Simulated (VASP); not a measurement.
Write the native input for VASP 6.6.1 that does the following.

```
Task                   : single point
Functional             : PBE
Potentials or basis    : VASP PAW PBE potentials, release 64 (Mg, O)
Cutoff                 : 520 eV
k mesh                 : 10 × 10 × 10
Occupations            : gaussian, width 0.05 eV
Spin                   : no spin polarisation
Dipole correction      : no
Further INCAR settings : ALGO = Normal; EDIFF = 1e-06; NBANDS = 11
```

The structure of MgO lies in POSCAR:

```
MgO
1.0
    0.0000000000      2.1351500000      2.1351500000
    2.1351500000      0.0000000000      2.1351500000
    2.1351500000      2.1351500000      0.0000000000
Mg O
1 1
Direct
    0.0292719481     -0.0292719481      0.0292719481
    0.5000000000      0.5000000000      0.5000000000
```

This cell differs from its parent crystal: all Mg atoms moved +0.125 Å, as atom 1 along Cartesian [0 1 0].

The input as run:

INCAR

```
PREC = Accurate
ENCUT = 520
EDIFF = 1E-6
ISMEAR = 0
SIGMA = 0.05
LREAL = False
LASPH = True
NELM = 100
ALGO = Normal
ISIF = 2
LWAVE = False
LCHARG = False
GGA = PE
NBANDS = 11
```

KPOINTS

```
regular mesh
0
Gamma
  10 10 10
```

Potentials or basis: VASP PAW PBE potentials, release 64 (Mg, O).

The run is started by

```sh
$ cat potpaw_PBE.64/Mg/POTCAR potpaw_PBE.64/O/POTCAR > POTCAR
$ mpirun -np 1 vasp_std > vasp.out
```

It gave:

The pressure is -1.1 GPa and the largest force is 0.632 eV/Å. The band gap on the k mesh is 4.33 eV, direct.

Caveat: the cell differs from its parent crystal (all Mg atoms moved +0.125 Å, as atom 1 along Cartesian [0 1 0]).

It took 30 s on 1 thread of AMD EPYC 7R43 64-Core Processor (Zen 3), on a shared host, peak memory 0.12 GiB.
